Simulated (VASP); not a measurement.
Set up this calculation in VASP 6.6.1, as the native input.

* Task: single point
* Functional: PBE
* Potentials or basis: VASP PAW PBE potentials, release 64 (Ta_pv, H)
* Cutoff: 520 eV
* k mesh: 4 × 4 × 3
* Occupations: gaussian, width 0.2 eV
* Spin: no spin polarisation
* Dipole correction: no
* Further INCAR settings: ALGO = Normal; EDIFF = 1e-06; NBANDS = 32

The structure of Ta4H3 lies in POSCAR:

```
Ta4H3
1.0
    3.3448475245      0.0000000000      0.0000000000
    0.0000000000      3.3448475245      0.0000000000
    0.0000000000      0.0000000000      7.2659494923
Ta H
4 3
Direct
    0.5000000000      0.5000000000      0.5000000000
    0.0000000000      0.0000000000      0.2529002870
    0.0000000000      0.0000000000      0.7470997130
    0.5000000000      0.5000000000      0.0000000000
    0.0000000000      0.5000000000      0.6254719125
    0.5000000000      0.0000000000      0.3745280875
    0.0000000000      0.0000000000      0.0000000000
```

These files were run (other wordings do the same):

INCAR

```
PREC = Accurate
ENCUT = 520
EDIFF = 1E-6
ISMEAR = 0
SIGMA = 0.2
LREAL = False
LASPH = True
NELM = 60
ALGO = Normal
ISIF = 2
LWAVE = False
LCHARG = False
GGA = PE
NBANDS = 32
```

KPOINTS

```
Automatic mesh
0
Gamma
  4 4 3
```

Potentials or basis: VASP PAW PBE potentials, release 64 (Ta_pv, H).

The run is started by

```bash
$ cat potpaw_PBE.64/Ta_pv/POTCAR potpaw_PBE.64/H/POTCAR > POTCAR
$ mpirun -np 1 vasp_std > vasp.out
```

It gave:

The pressure is -0.2 GPa and the largest force is 0.034 eV/Å.

Caveat: the k points lie up to 0.47 Å⁻¹ apart.

Run time: 23 s on 1 thread of Intel(R) Xeon(R) 6975P-C (Granite Rapids), on a shared host, peak memory 0.2 GiB.
